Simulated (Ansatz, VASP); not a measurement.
C in VASP and in Ansatz

The input INCAR:

```
SYSTEM = C
PREC = Accurate ; ENCUT = 520
EDIFF = 1E-6 ; ISMEAR = 0
SIGMA = 0.05 ; LREAL = .False.
LASPH = .True. ; NELM = 80
ALGO = Normal ; ISIF = 2
LWAVE = .False. ; LCHARG = .False.
GGA = PS ; NBANDS = 31
```

KPOINTS

```
Automatic mesh
0
Gamma
  12 12 12
  0 0 0
```

The input POSCAR:

```
C
1.0
    1.2534231687      0.7236642039     10.1618296740
   -1.2534231687      0.7236642039     10.1618296740
    0.0000000000     -1.4473284077     10.1618296740
C
10
Direct
    0.0248215789      0.0248215789      0.0248215789
    0.9751784211      0.9751784211      0.9751784211
    0.1086886328      0.1086886328      0.1086886328
    0.8913113672      0.8913113672      0.8913113672
    0.1583653670      0.1583653670      0.1583653670
    0.8416346330      0.8416346330      0.8416346330
    0.3748636560      0.3748636560      0.3748636560
    0.6251363440      0.6251363440      0.6251363440
    0.4253184939      0.4253184939      0.4253184939
    0.5746815061      0.5746815061      0.5746815061
```

Input for Ansatz:

```yaml
crystal:
  lattice:
    - [1.2534231687, 0.7236642039, 10.161829674]
    - [-1.2534231687, 0.7236642039, 10.161829674]
    - [0.0, -1.4473284077, 10.161829674]
  atoms:
    - { symbol: C, position: [0.0248215789, 0.0248215789, 0.0248215789] }
    - { symbol: C, position: [0.9751784211, 0.9751784211, 0.9751784211] }
    - { symbol: C, position: [0.1086886328, 0.1086886328, 0.1086886328] }
    - { symbol: C, position: [0.8913113672, 0.8913113672, 0.8913113672] }
    - { symbol: C, position: [0.158365367, 0.158365367, 0.158365367] }
    - { symbol: C, position: [0.841634633, 0.841634633, 0.841634633] }
    - { symbol: C, position: [0.374863656, 0.374863656, 0.374863656] }
    - { symbol: C, position: [0.625136344, 0.625136344, 0.625136344] }
    - { symbol: C, position: [0.4253184939, 0.4253184939, 0.4253184939] }
    - { symbol: C, position: [0.5746815061, 0.5746815061, 0.5746815061] }
basis:
  ecutwfc: 420
kpoints:
  mp_grid: { grid: [12, 12, 12] }
hamiltonian:
  xc: pbesol
scf:
  occupations: { method: gaussian, width: 0.05 }
output:
  forces: true
  stress: true
  eigenvalues: true
```

Change from the starting cell: strain -0.0150 x Voigt [0, 0, 1, 0, 0, 0], atoms carried along.

Alike in both runs: task single point; functional PBEsol; k mesh 12 × 12 × 12; occupations gaussian, width 0.05 eV; no spin polarisation.

```csv
,VASP,Ansatz
version,VASP 6.6.1,Ansatz 0.2.0
potentials or method,"VASP PAW PBE potentials, release 64 (C), cutoff 520 eV","scalar-relativistic, plane waves, PAW"
valence electrons in the cell,40,40
```

```tsv
	VASP	Ansatz	Ansatz less VASP
gap on the k mesh at the Fermi level (eV)	4.28	4.28	+0.005
least direct gap on the mesh (eV)	5.18	5.18	+0.003
pressure (GPa)	8.3	7.2	-1.18
traceless stress, the component that is largest in VASP (GPa)	12.99	12.94	-0.054
rms of the force components (eV/Å)	0.044	0.042	-0.0020
```

VASP's potentials were made for PBE, not for PBEsol. Atom by atom the forces differ by 0.003 eV/Å (rms over components).
